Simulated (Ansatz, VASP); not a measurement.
**One calculation of Ag, two programs**

```xyz
4
Lattice="2.7775 -0.0258 0.0103 -1.4111 2.4845 -0.0910 0.0336 -0.3222 9.5084" Properties=species:S:1:pos:R:3 pbc="T T T"
Ag    0.0839    1.6286    2.3206
Ag    1.3228    0.4507    7.1995
Ag   -0.1072    0.0363   -0.0848
Ag    0.1173   -0.1402    4.7466
```

Change from the starting cell: all atoms moved at random, sigma 0.1 Å a component, cell strained at random, sigma 0.03.

Alike in both runs: task single point; functional PBEsol; k mesh 12 × 12 × 4; occupations gaussian, width 0.15 eV; no spin polarisation.

|  | VASP | Ansatz |
| --- | --- | --- |
| version | VASP 6.6.1 | Ansatz 0.2.0 |
| potentials or method | VASP PAW PBE potentials, release 64 (Ag), cutoff 520 eV | scalar-relativistic, plane waves, PAW |
| valence electrons in the cell | 44 | 76 |

```tsv
	VASP	Ansatz	Ansatz less VASP
gap on the k mesh at the Fermi level (eV)	none	none	-
pressure (GPa)	4.4	4.5	+0.20
traceless stress, the component that is largest in VASP (GPa)	2.37	2.38	+0.008
rms of the force components (eV/Å)	0.395	0.399	+0.0041
```

VASP's potentials were made for PBE, not for PBEsol. Atom by atom the forces differ by 0.004 eV/Å (rms over components). A gap of «none» marks a metal or a gap that the smearing closes. VASP's potentials hold 44 valence electrons a cell and Ansatz's 76, so a difference there can come from the potentials and not from the codes.
